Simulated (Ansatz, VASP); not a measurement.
## Ge: VASP beside Ansatz

Contents of INCAR:

```
SYSTEM = Ge
PREC = Accurate ; ENCUT = 520
EDIFF = 1E-6 ; ISMEAR = -1
SIGMA = 0.05 ; LREAL = .FALSE.
LASPH = .TRUE. ; NELM = 100
ALGO = Normal ; ISIF = 2
LWAVE = .FALSE. ; LCHARG = .FALSE.
NBANDS = 21
```

File KPOINTS:

```
regular mesh
0
G
  11 11 11
  0 0 0
```

File POSCAR:

```
Ge
1.0
   -2.5124276075      2.6684188957      1.4464634826
    2.5124276075     -2.6684188957      1.4464634826
    2.5124276075      2.6684188957     -1.4464634826
Ge
2
Direct
    0.3140570000      0.0640570000      0.2500000000
    0.6859430000      0.9359430000      0.7500000000
```

The input input.yaml:

```yaml
crystal:
  lattice:
    - [-2.5124276075, 2.6684188957, 1.4464634826]
    - [2.5124276075, -2.6684188957, 1.4464634826]
    - [2.5124276075, 2.6684188957, -1.4464634826]
  atoms:
    - { symbol: Ge, position: [0.314057, 0.064057, 0.25] }
    - { symbol: Ge, position: [0.685943, 0.935943, 0.75] }
hamiltonian:
  xc: lda
  pseudopotentials: { kind: paw }
kpoints:
  mp_grid: { grid: [11, 11, 11] }
scf:
  occupations: { method: fermi_dirac, width: 0.05 }
output:
  forces: true
  stress: true
  eigenvalues: true
```

Alike in both runs: task single point; functional LDA; k mesh 11 × 11 × 11; occupations fermi-dirac, width 0.05 eV; no spin polarisation.

|  | VASP | Ansatz |
| --- | --- | --- |
| version | VASP 6.6.1 | Ansatz 0.2.0 |
| potentials or method | VASP PAW LDA potentials, release 64 (Ge_d) | Ansatz PAW |
| plane-wave cutoff (eV) | 520 | 420 |
| valence electrons in the cell | 28 | 28 |

Ansatz gave:

| Item | Value |
| --- | --- |
| gap on the k mesh at the Fermi level (eV) | none |
| pressure (GPa) | -5.4 |
| traceless stress, the component that is largest in VASP (GPa) | 1.05 |
| rms of the force components (eV/Å) | 0.040 |

Problem. What did VASP give for the same quantities?

Solution. gap on the k mesh at the Fermi level (eV): none; pressure (GPa): -5.4; traceless stress, the component that is largest in VASP (GPa): 1.06; rms of the force components (eV/Å): 0.040.

LDA's correlation is that of Perdew and Zunger in VASP and of Perdew and Wang (1992) in Ansatz. Atom by atom the forces differ by 0.000 eV/Å (rms over components). A gap of «none» marks a metal or a gap that the smearing closes.
